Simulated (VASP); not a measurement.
Input of a VASP 6.6.1 run:

Contents of INCAR:

```
  PREC = Accurate
  ENCUT = 520
  EDIFF = 1E-7
  ISMEAR = 1
  SIGMA = 0.05
  LREAL = False
  LASPH = True
  NELM = 60
  ALGO = Normal
  ISIF = 2
  LWAVE = False
  LCHARG = True
  GGA = PS
  LELF = True
  LVHAR = True
  NBANDS = 18
```

File KPOINTS:

```
Automatic mesh
0
Gamma
  7 7 4
```

The input POSCAR:

```
La
1.0
    3.6976290193      0.0000000000      0.0000000000
   -1.8488145096      3.2022406645      0.0000000000
    0.0000000000      0.0000000000      5.9852290827
La
2
Direct
    0.3333333333      0.6666666667      0.2500000000
    0.6666666667      0.3333333333      0.7500000000
```

Potentials or basis: VASP PAW PBE potentials, release 64 (La).

The run is started by

```bash
$ cat potpaw_PBE.64/La/POTCAR > POTCAR
$ mpirun -np 1 vasp_std > vasp.out
```

What does it give for the pressure?

-0.5 GPa.

Estimate the band gap on the k mesh.

zero (bands 11 and 12 overlap by 1.51 eV).

Stress tensor (GPa, compression positive):
```
-1.03  0.00  0.00
 0.00 -1.03  0.00
 0.00  0.00  0.63
```

Caveat: the PAW data sets were made with another functional, which shifts forces and pressure a little; spin-orbit coupling is left out, which moves the levels of the heavy elements.
